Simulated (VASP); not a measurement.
## KC: single point with LDA

KC:

```
K C
1.0
     3.78174   -2.18230    0.00000
     3.78174    2.18230    0.00000
    -2.52741    0.00000    7.13078
K C
2 2
Cartesian
  5.0847 0.0000 1.7809
  -0.0486 0.0000 5.3499
  0.0000 0.0000 0.0000
  2.5180 0.0000 3.5654
```

* Program: VASP 6.6.1
* Task: single point
* Functional: LDA
* Potentials or basis: VASP PAW LDA potentials, release 64 (K_sv, C)
* Cutoff: 520 eV
* k mesh: 4 × 4 × 2, shifted
* Occupations: methfessel-paxton, width 0.01 eV
* Spin: no spin polarisation

```yaml
Pressure: -3.4 GPa
Largest_force: 0.041 eV/Å
Band_gap_on_the_k_mesh: zero (bands 13 and 14 overlap by 0.26 eV)
```

Forces on the atoms (eV/Å):
```
K   -0.041  0.000 -0.006
K    0.041  0.000  0.006
C    0.000  0.000  0.000
C    0.000  0.000  0.000
```

Stress tensor (GPa, compression positive):
```
-3.58  0.00  0.24
 0.00 -3.28  0.00
 0.24  0.00 -3.45
```

Levels at points of the mesh, in eV from the Fermi level:
```csv
k point,band 9,band 10,band 11,band 12,band 13,band 14,band 15,band 16,band 17,band 18
"(0.12, 0.12, 0.25)",-8.17,-7.95,-0.79,-0.20,0.07,0.20,0.35,0.36,4.40,5.36
```

Run time: 37 s on 1 thread of Intel Xeon 8259CL, on a shared host, peak memory 0.19 GiB.

Caveat: the k points lie up to 0.44 Å⁻¹ apart.
